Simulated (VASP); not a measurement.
# TaN (P-62m) in VASP: notebook

TaN is run at these levels: PBE+U; tasks: single point.

Everything below comes from runs of VASP 6.6.1. Logs are shortened: lines on timing, memory, paths and dates and some standing lists are left out, and cuts for length are marked.

### Step 1. The cell of the first run

The structure is hexagonal, space group P-62m (No. 189). The conventional cell has a = 5.196 Å, b = 5.196 Å, c = 2.911 Å, α = 90.00°, β = 90.00°, γ = 120.00°. Ta (site symmetry -6) has 6 N at 2.16 Å and 5 Ta at 2.91 to 3.00 Å within 3.0 Å. Within 2.7 Å of Ta (site symmetry -62m) lie 3 N at 2.04 Å. Within 3.0 Å of N (site symmetry m2m) lie 5 Ta at 2.04 to 2.16 Å and 6 N at 2.77 to 2.91 Å.

### Step 2. Single point, PBE+U, collinear spin

INCAR

```
ALGO = Normal
EDIFF = 1E-6
ENCUT = 700
GGA = PE
GGA_COMPAT = F
ISIF = 2
ISMEAR = 0
ISPIN = 2
LASPH = T
LCHARG = F
LDAU = T
LDAUJ = 0 0
LDAUL = 2 -1
LDAUPRINT = 1
LDAUTYPE = 2
LDAUU = 6 0
LMAXMIX = 4
LORBIT = 11
LREAL = F
LWAVE = F
MAGMOM = 0 0 0.02 0 0 0
NBANDS = 40
NELM = 200
PREC = Accurate
SIGMA = 0.05
```

KPOINTS

```
k-points
0
Gamma
  4 4 6
```

POSCAR

```
TaN
1.0
    5.1960001500      0.0000000000      0.0000000000
   -2.5980000800      4.4998681300      0.0000000000
    0.0000000000      0.0000000000      2.9109996000
Ta N
3 3
Direct
    0.3333333333      0.6666666667      0.5000000000
    0.6666666667      0.3333333333      0.5000000000
    0.0000000000      0.0000000000      0.0000000000
    0.3928500000      0.0000000000      0.0000000000
    0.6071500000      0.6071500000      0.0000000000
    0.0000000000      0.3928500000      0.0000000000
```

Potentials or basis: VASP PAW PBE potentials, release 64 (Ta_sv_GW, N).

On the command line:

```
cat potpaw_PBE.64/Ta_sv_GW/POTCAR potpaw_PBE.64/N/POTCAR > POTCAR
mpirun -np 1 vasp_std > vasp.out
```

OUTCAR:

```text
EDIFF = 1E-6
   ENCUT = 700
   GGA = PE
   ISIF = 2
   ISMEAR = 0
   ISPIN = 2
   LASPH = T
   LORBIT = 11
   LREAL = F
   NELM = 200
   PREC = Accurate

 ion  position               nearest neighbor table
   1  0.333  0.667  0.500-   6 2.16   6 2.16   5 2.16   5 2.16   4 2.16   4 2.16   2 3.00   2 3.00
                             2 3.00
   2  0.667  0.333  0.500-   6 2.16   6 2.16   4 2.16   4 2.16   5 2.16   5 2.16   1 3.00   1 3.00
                             1 3.00
   3  0.000  0.000  0.000-   5 2.04   4 2.04   6 2.04
   4  0.393  0.000  0.000-   3 2.04   2 2.16   2 2.16   1 2.16   1 2.16
   5  0.607  0.607  0.000-   3 2.04   1 2.16   1 2.16   2 2.16   2 2.16
   6  0.000  0.393  0.000-   3 2.04   2 2.16   2 2.16   1 2.16   1 2.16

  LATTYP: Found a hexagonal cell.
 ALAT       =     5.1960001500
 C/A-ratio  =     0.5602385520

  Lattice vectors:

 A1 = (   5.1960001500,   0.0000000000,   0.0000000000)
 A2 = (  -2.5980000800,   4.4998681300,   0.0000000000)
 A3 = (   0.0000000000,   0.0000000000,   2.9109996000)

Analysis of symmetry for initial positions (statically):
=====================================================================
 Subroutine PRICEL returns:
 Original cell was already a primitive cell.

 Routine SETGRP: Setting up the symmetry group for a
 hexagonal supercell.

 Subroutine GETGRP returns: Found 12 space group operations
 (whereof 12 operations were pure point group operations)
 out of a pool of 24 trial point group operations.

The static configuration has the point symmetry D_3h.

Analysis of symmetry for dynamics (positions and initial velocities):
=====================================================================
 Subroutine PRICEL returns:
 Original cell was already a primitive cell.

 Routine SETGRP: Setting up the symmetry group for a
 hexagonal supercell.

 Subroutine GETGRP returns: Found 12 space group operations
 (whereof 12 operations were pure point group operations)
 out of a pool of 24 trial point group operations.

The dynamic configuration has the point symmetry D_3h.

Analysis of structural, dynamic, and magnetic symmetry:
=====================================================================
 Subroutine PRICEL returns:
 Original cell was already a primitive cell.

 Routine SETGRP: Setting up the symmetry group for a
 hexagonal supercell.

 Subroutine GETGRP returns: Found 12 space group operations
 (whereof 12 operations were pure point group operations)
 out of a pool of 24 trial point group operations.

The overall configuration has the point symmetry D_3h.

 Subroutine INISYM returns: Found 12 space group operations
 (whereof 12 operations are pure point group operations),
 and found     1 'primitive' translations

----------------------------------------------------------------------------------------

                                     Primitive cell

  volume of cell :      68.0630

  direct lattice vectors                    reciprocal lattice vectors
     5.196000150  0.000000000  0.000000000     0.192455730  0.111114367  0.000000000
    -2.598000080  4.499868130  0.000000000     0.000000000  0.222228735  0.000000000
     0.000000000  0.000000000  2.910999600     0.000000000  0.000000000  0.343524609

  length of vectors
     5.196000150  5.196000154  2.910999600     0.222228735  0.222228735  0.343524609

[... 91 lines left out ...]
   NUPDOWN=      -1.0000    fix difference up-down
   EMIN   =  10.00;   EMAX   =-10.00  energy-range for DOS
   EFERMI =   0.00;   METHOD = LEGACY
   ISMEAR =     0;   SIGMA  =   0.05  broadening in eV -4-tet -1-fermi 0-gaus
   EFERMI_NEDOS =   21; number of points for ismear=-14 and -15
   IALGO  =     38    algorithm
   IMIX   =      4    mixing-type and parameters
     AMIX     =   0.40;   BMIX     =  1.00
     AMIX_MAG =   1.60;   BMIX_MAG =  1.00
  volume/ion in A,a.u.               =      11.34        76.55
  Fermi-wavevector in a.u.,A,eV,Ry     =   1.515546  2.863966 31.250936  2.296879
  Thomas-Fermi vector in A             =   2.625055
   LORBIT       =     11    0 simple, 1 ext, 2 COOP (PROOUT), +10 PAW based schemes
 LDA+U is selected, type is set to LDAUTYPE =  2
   angular momentum for each species LDAUL =     2   -1
   U (eV)           for each species LDAUU =   6.0  0.0
   J (eV)           for each species LDAUJ =   0.0  0.0
   GGA     = PE    functional components
   LHFCALC =     F    Hartree Fock is set to
   AEXX    =    0.0000 exact exchange contribution
   IVDW    =     0    specifies the selected vdW correction
   LEPSILON=     F    determine dielectric tensor
   LRPA    =     F    only Hartree local field effects (RPA)
 spin polarized calculation
 Gauss-broadening in eV      SIGMA  =   0.05
  energy-cutoff  :      700.00
  volume of cell :       68.06
 maximum number of plane-waves:      2892
 NGX is ok and might be reduce to    48
   NGX = 23   NGY = 23   NGZ = 13

 number of electron      54.0000000 magnetization       0.0000340

atom =   1  type =  1  l = 2

 onsite density matrix

spin component  1
[... 83 lines left out ...]
  o =  0.1650  v =  0.0000 -0.5583 -0.0000 -0.8296  0.0000  0.0000  0.0000  0.0000  0.0000  0.0000      0.0000  0.0000  0.0000  0.0000  0.0000  0.0000  0.0000  0.0000  0.0000  0.0000
  o =  0.1650  v = -0.0000 -0.8296 -0.0000  0.5583  0.0000  0.0000  0.0000  0.0000  0.0000  0.0000      0.0000  0.0000  0.0000  0.0000  0.0000  0.0000  0.0000  0.0000  0.0000  0.0000
  o =  0.1650  v =  0.0000  0.0000  0.0000  0.0000  0.0000  0.0000 -0.5583 -0.0000 -0.8296  0.0000      0.0000  0.0000  0.0000  0.0000  0.0000  0.0000  0.0000  0.0000  0.0000  0.0000
  o =  0.1650  v =  0.0000  0.0000  0.0000  0.0000  0.0000 -0.0000 -0.8296 -0.0000  0.5583  0.0000      0.0000  0.0000  0.0000  0.0000  0.0000  0.0000  0.0000  0.0000  0.0000  0.0000
  o =  0.2121  v =  0.0000  0.0000  0.0000  0.0000  0.0000 -0.0639  0.0000 -0.0000 -0.0000  0.9980      0.0000  0.0000  0.0000  0.0000  0.0000  0.0000  0.0000  0.0000  0.0000  0.0000
  o =  0.2121  v =  0.0000  0.0000  0.0000  0.0000  0.0000  0.9980  0.0000 -0.0000  0.0000  0.0639      0.0000  0.0000  0.0000  0.0000  0.0000  0.0000  0.0000  0.0000  0.0000  0.0000
  o =  0.2121  v = -0.0826  0.0000 -0.0000 -0.0000  0.9966  0.0000  0.0000  0.0000  0.0000  0.0000      0.0000  0.0000  0.0000  0.0000  0.0000  0.0000  0.0000  0.0000  0.0000  0.0000
  o =  0.2121  v =  0.9966  0.0000 -0.0000  0.0000  0.0826  0.0000  0.0000  0.0000  0.0000  0.0000      0.0000  0.0000  0.0000  0.0000  0.0000  0.0000  0.0000  0.0000  0.0000  0.0000
  o =  0.3169  v = -0.0000  0.0000 -1.0000  0.0000 -0.0000  0.0000  0.0000  0.0000  0.0000  0.0000      0.0000  0.0000  0.0000  0.0000  0.0000  0.0000  0.0000  0.0000  0.0000  0.0000
  o =  0.3169  v =  0.0000  0.0000  0.0000  0.0000  0.0000 -0.0000  0.0000 -1.0000  0.0000 -0.0000      0.0000  0.0000  0.0000  0.0000  0.0000  0.0000  0.0000  0.0000  0.0000  0.0000

 number of electron      54.0000000 magnetization      -0.0000333

 Free energy of the ion-electron system (eV)
  ---------------------------------------------------
  ext. energy  EPLUGINS =         0.00000000
  ---------------------------------------------------
  free energy    TOTEN  =       -59.43053750 eV

  energy without entropy =      -59.42728591  energy(sigma->0) =      -59.42891171

 E-fermi :  13.2309     XC(G=0): -13.3500

 val. band max:       12.9252119327   @ k =   0.0000   0.0000   0.3333
 cond. band min:      13.2462744865   @ k =   0.2500  -0.0000   0.1667
 fundamental gap:      0.3210625538
 Fermi energy:        13.2308929449

 spin component 1

 k-point     1 :       0.0000    0.0000    0.0000
  band No.  band energies     occupation
      1     -57.7035      1.00000
      2     -57.6602      1.00000
      3     -57.0753      1.00000
      4     -24.3902      1.00000
      5     -24.3902      1.00000
      6     -24.0503      1.00000
[... 661 lines left out ...]
     38      19.2536      0.00000
     39      19.5248      0.00000
 Fermi energy:        13.2308929449

 spin component 2

 k-point     1 :       0.0000    0.0000    0.0000
  band No.  band energies     occupation
      1     -57.7035      1.00000
      2     -57.6602      1.00000
      3     -57.0753      1.00000
      4     -24.3902      1.00000
      5     -24.3902      1.00000
      6     -24.0503      1.00000
[... 661 lines left out ...]
     38      19.2536      0.00000
     39      19.5248      0.00000
 [bands above 39 left out]

------------------------ aborting loop because EDIFF is reached ----------------------------------------

  FORCE on cell =-STRESS in cart. coord.  units (eV):
  Direction    XX          YY          ZZ          XY          YZ          ZX
  --------------------------------------------------------------------------------------
  -------------------------------------------------------------------------------------
  Total        9.8239603      9.8239604     11.4161435     -0.0000000      0.0000000      0.0000000
  in kB      231.2523184    231.2523187    268.7317082     -0.0000003      0.0000000      0.0000000
  external PRESSURE =     243.7454484 kB  Pullay stress =       0.0000000 kB

 VOLUME and BASIS-vectors are now :
 -----------------------------------------------------------------------------
  energy-cutoff  :      700.00
  volume of cell :       68.06
      direct lattice vectors                 reciprocal lattice vectors
     5.196000150  0.000000000  0.000000000     0.192455730  0.111114367  0.000000000
    -2.598000080  4.499868130  0.000000000     0.000000000  0.222228735  0.000000000
     0.000000000  0.000000000  2.910999600     0.000000000  0.000000000  0.343524609

 POSITION                                       TOTAL-FORCE (eV/Angst)
 -----------------------------------------------------------------------------------
     -0.00000      2.99991      1.45550         0.000000      0.000000     -0.000000
      2.59800      1.49996      1.45550         0.000000      0.000000     -0.000000
      0.00000      0.00000      0.00000         0.000000      0.000000     -0.000000
      2.04125      0.00000      0.00000         0.451544      0.000000      0.000000
      1.57738      2.73209      0.00000        -0.225772     -0.391048     -0.000000
     -1.02062      1.76777      0.00000        -0.225772      0.391048     -0.000000
 -----------------------------------------------------------------------------------
    total drift:                               -0.000000     -0.000001      0.000000

  FREE ENERGIE OF THE ION-ELECTRON SYSTEM (eV)
  ---------------------------------------------------
  free  energy   TOTEN  =       -59.4305374976 eV

  energy  without entropy=      -59.4272859139  energy(sigma->0) =      -59.42891171

 total charge

# of ion       s       p       d       f       tot
--------------------------------------------------
    1        3.111   6.084   2.069   0.138  11.401
    2        3.111   6.084   2.069   0.138  11.401
    3        3.313   6.067   2.101   0.098  11.580
    4        1.238   2.591   0.000   0.000   3.829
    5        1.238   2.591   0.000   0.000   3.829
    6        1.238   2.591   0.000   0.000   3.829
--------------------------------------------------
tot         13.248  26.007   6.240   0.374  45.868

 magnetization (x)

# of ion       s       p       d       f       tot
--------------------------------------------------
    1        0.000   0.000  -0.000  -0.000   0.000
    2        0.000   0.000  -0.000  -0.000   0.000
    3       -0.000  -0.000  -0.000  -0.000  -0.000
    4        0.000   0.000   0.000   0.000   0.000
    5        0.000   0.000   0.000   0.000   0.000
    6        0.000   0.000   0.000   0.000   0.000
--------------------------------------------------
tot          0.000   0.000  -0.000  -0.000   0.000
```

It took 3.6 min on 1 thread of Intel Xeon Platinum 8259CL at 2.50GHz (Skylake/Cascade Lake), shared host; peak memory 0.35 GiB.

Results:

```yaml
Free_energy: -59.4305 eV
Pressure: 24.4 GPa
Largest_force: 0.452 eV/Å
Band_gap_on_the_k_mesh: zero (filled and empty bands overlap)
Net_moment: 0.00 μB per cell
Valence_electrons_inside_the_program's_atomic_spheres: Ta 11.40, 11.58 (each value once); N 3.83
```

Forces in eV/Å, atoms in the order of the input:
```
Ta   0.000  0.000  0.000
Ta   0.000  0.000  0.000
Ta   0.000  0.000  0.000
N    0.452  0.000  0.000
N   -0.226 -0.391  0.000
N   -0.226  0.391  0.000
```

Eigenvalues of the final occupation matrices:
```csv
site,spin,trace,eigenvalues
site 1 d,1,1.06,0.19 0.19 0.21 0.21 0.27
site 1 d,2,1.06,0.19 0.19 0.21 0.21 0.27
site 2 d,1,1.06,0.19 0.19 0.21 0.21 0.27
site 2 d,2,1.06,0.19 0.19 0.21 0.21 0.27
site 3 d,1,1.07,0.17 0.17 0.21 0.21 0.32
site 3 d,2,1.07,0.17 0.17 0.21 0.21 0.32
```

Caveat: the cell stands under pressure; spin-orbit coupling is left out, which moves the levels of the heavy elements.

### Step 3. Single point, PBE+U, collinear spin

INCAR

```
  PREC = Accurate
  ENCUT = 700
  EDIFF = 1E-6
  ISMEAR = 0
  SIGMA = 0.05
  LREAL = False
  LASPH = True
  NELM = 200
  ALGO = Normal
  ISIF = 2
  LWAVE = False
  LCHARG = False
  ISPIN = 2
  MAGMOM = 0 0 -0.02 0 0 0
  LORBIT = 11
  LMAXMIX = 4
  LDAU = True
  LDAUTYPE = 2
  LDAUL = 2 -1
  LDAUU = 6 0
  LDAUJ = 0 0
  LDAUPRINT = 1
  GGA = PE
  NBANDS = 40
  GGA_COMPAT = False
```

KPOINTS

```
Automatic mesh
0
Gamma
  4 4 6
```

POSCAR is that of step 2.

Potentials or basis: VASP PAW PBE potentials, release 64 (Ta_sv_GW, N).

On the command line:

```
cat potpaw_PBE.64/Ta_sv_GW/POTCAR potpaw_PBE.64/N/POTCAR > POTCAR
mpirun -np 1 vasp_std > vasp.out
```

It took 2.2 min on 1 thread of AMD EPYC 9R45 (Zen 5), shared host; peak memory 0.32 GiB.

The run converged. Its results:

| Quantity | Value |
| --- | --- |
| Free energy | -59.4305 eV |
| Pressure | 24.4 GPa |
| Largest force | 0.452 eV/Å |
| Band gap on the k mesh | zero (filled and empty bands overlap) |
| Net moment | 0.00 μB per cell |
| Valence electrons inside the program's atomic spheres | Ta 11.40, 11.58 (each value once); N 3.83 |

Forces on the atoms (eV/Å):
```
Ta   0.000  0.000  0.000
Ta   0.000  0.000  0.000
Ta   0.000  0.000  0.000
N    0.452  0.000  0.000
N   -0.226 -0.391  0.000
N   -0.226  0.391  0.000
```

Stress tensor (GPa, compression positive):
```
23.12  0.00  0.00
 0.00 23.12  0.00
 0.00  0.00 26.88
```

Levels at points of the mesh, in eV from the Fermi level:
Spin up:
```
           k point  band 24  band 25  band 26  band 27  band 28  band 29  band 30  band 31
(0.00, 0.00, 0.00)    -4.70    -3.89    -2.23    -0.97    -0.97     0.94     0.94     1.66
(0.50, 0.00, 0.00)    -4.33    -4.20    -3.22    -2.77     1.11     1.88     2.24     2.45
(0.00, 0.00, 0.50)    -4.75    -2.96    -2.96     1.57     2.16     2.16     2.20     2.20
(0.50, 0.00, 0.50)    -4.28    -3.38    -2.31    -0.90     0.55     1.35     3.25     3.40
```
Spin down:
```
           k point  band 24  band 25  band 26  band 27  band 28  band 29  band 30  band 31
(0.00, 0.00, 0.00)    -4.70    -3.89    -2.23    -0.97    -0.97     0.94     0.94     1.66
(0.50, 0.00, 0.00)    -4.33    -4.20    -3.22    -2.77     1.11     1.88     2.24     2.45
(0.00, 0.00, 0.50)    -4.75    -2.96    -2.96     1.57     2.16     2.16     2.20     2.20
(0.50, 0.00, 0.50)    -4.28    -3.38    -2.31    -0.90     0.55     1.35     3.25     3.40
```

Eigenvalues of the final occupation matrices:
```tsv
site	spin	trace	eigenvalues
site 1 d	1	1.06	0.19 0.19 0.21 0.21 0.27
site 1 d	2	1.06	0.19 0.19 0.21 0.21 0.27
site 2 d	1	1.06	0.19 0.19 0.21 0.21 0.27
site 2 d	2	1.06	0.19 0.19 0.21 0.21 0.27
site 3 d	1	1.07	0.16 0.16 0.21 0.21 0.32
site 3 d	2	1.07	0.16 0.16 0.21 0.21 0.32
```

Caveat: the cell stands under pressure; spin-orbit coupling is left out, which moves the levels of the heavy elements.

### Step 4. Single point, PBE+U, collinear spin

INCAR

```
SYSTEM = TaN
PREC     = Accurate       ! precision mode
ENCUT    = 700            ! plane-wave cutoff, eV
EDIFF    = 1E-6           ! SCF threshold, eV
ISMEAR   = 0              ! smearing method
SIGMA    = 0.05           ! smearing width, eV
LREAL    = .False.        ! projectors in reciprocal space
LASPH    = .True.         ! aspherical terms in the spheres
NELM     = 200            ! most SCF steps
ALGO     = Normal         ! electronic algorithm
ISIF     = 2              ! what is computed and relaxed
LWAVE    = .False.        ! write WAVECAR
LCHARG   = .False.        ! write CHGCAR
ISPIN    = 2              ! spin polarisation
MAGMOM   = 0 0 0.02 0 0 0 ! initial moments
LORBIT   = 11             ! projections on sites
LMAXMIX  = 4              ! l up to which the mixer works
LDAU     = .True.         ! DFT+U
LDAUTYPE = 2            
LDAUL    = 2 -1           ! shell
LDAUU    = 6 0            ! U, eV
LDAUJ    = 0 0          
LDAUPRINT= 1            
GGA      = PE             ! functional
NBANDS   = 40             ! bands
GGA_COMPAT= .False.
```

KPOINTS

```
regular mesh
0
Gamma
  4 4 6
  0 0 0
```

POSCAR is that of step 3.

On the command line:

```
cat potpaw_PBE.64/Ta_sv_GW/POTCAR potpaw_PBE.64/N/POTCAR > POTCAR
mpirun -np 1 vasp_std > vasp.out
```

Wall time 97 s (1 thread of Intel Xeon 6975P-C (Granite Rapids), shared host); peak memory 0.35 GiB.

It converged, with:

```yaml
Free_energy: -59.4305 eV
Pressure: 24.4 GPa
Largest_force: 0.452 eV/Å
Band_gap_on_the_k_mesh: zero (filled and empty bands overlap)
Net_moment: 0.00 μB per cell
Valence_electrons_inside_the_program's_atomic_spheres: Ta 11.40, 11.58 (each value once); N 3.83
```

Forces in eV/Å, atoms in the order of the input:
```
Ta   0.000  0.000  0.000
Ta   0.000  0.000  0.000
Ta   0.000  0.000  0.000
N    0.452  0.000  0.000
N   -0.226 -0.391  0.000
N   -0.226  0.391  0.000
```

Stress tensor (GPa, compression positive):
```
23.13  0.00  0.00
 0.00 23.13  0.00
 0.00  0.00 26.87
```

Levels at points of the mesh, in eV from the Fermi level:
Spin up:
```
           k point  band 23  band 24  band 25  band 26  band 27  band 28  band 29  band 30  band 31  band 32
(0.00, 0.00, 0.00)    -5.31    -4.70    -3.89    -2.23    -0.97    -0.97     0.94     0.94     1.66     1.92
(0.50, 0.00, 0.00)    -4.91    -4.33    -4.20    -3.21    -2.77     1.12     1.88     2.24     2.45     2.85
(0.00, 0.00, 0.50)    -4.75    -4.75    -2.96    -2.96     1.57     2.16     2.16     2.20     2.20     3.36
(0.50, 0.00, 0.50)    -5.28    -4.28    -3.38    -2.31    -0.90     0.55     1.36     3.25     3.40     3.44
```
Spin down:
| k point | band 23 | band 24 | band 25 | band 26 | band 27 | band 28 | band 29 | band 30 | band 31 | band 32 |
| --- | --- | --- | --- | --- | --- | --- | --- | --- | --- | --- |
| (0.00, 0.00, 0.00) | -5.31 | -4.70 | -3.89 | -2.23 | -0.97 | -0.97 | 0.94 | 0.94 | 1.66 | 1.92 |
| (0.50, 0.00, 0.00) | -4.91 | -4.33 | -4.20 | -3.21 | -2.77 | 1.12 | 1.88 | 2.24 | 2.45 | 2.85 |
| (0.00, 0.00, 0.50) | -4.75 | -4.75 | -2.96 | -2.96 | 1.57 | 2.16 | 2.16 | 2.20 | 2.20 | 3.36 |
| (0.50, 0.00, 0.50) | -5.28 | -4.28 | -3.38 | -2.31 | -0.90 | 0.55 | 1.36 | 3.25 | 3.40 | 3.44 |

Eigenvalues of the final occupation matrices:
```csv
site,spin,trace,eigenvalues
site 1 d,1,1.06,0.19 0.19 0.21 0.21 0.27
site 1 d,2,1.06,0.19 0.19 0.21 0.21 0.27
site 2 d,1,1.06,0.19 0.19 0.21 0.21 0.27
site 2 d,2,1.06,0.19 0.19 0.21 0.21 0.27
site 3 d,1,1.07,0.17 0.17 0.21 0.21 0.32
site 3 d,2,1.07,0.17 0.17 0.21 0.21 0.32
```

Caveat: the cell stands under pressure; spin-orbit coupling is left out, which moves the levels of the heavy elements.

The gap in the log of VASP goes by the Fermi energy; the results here count the filled bands.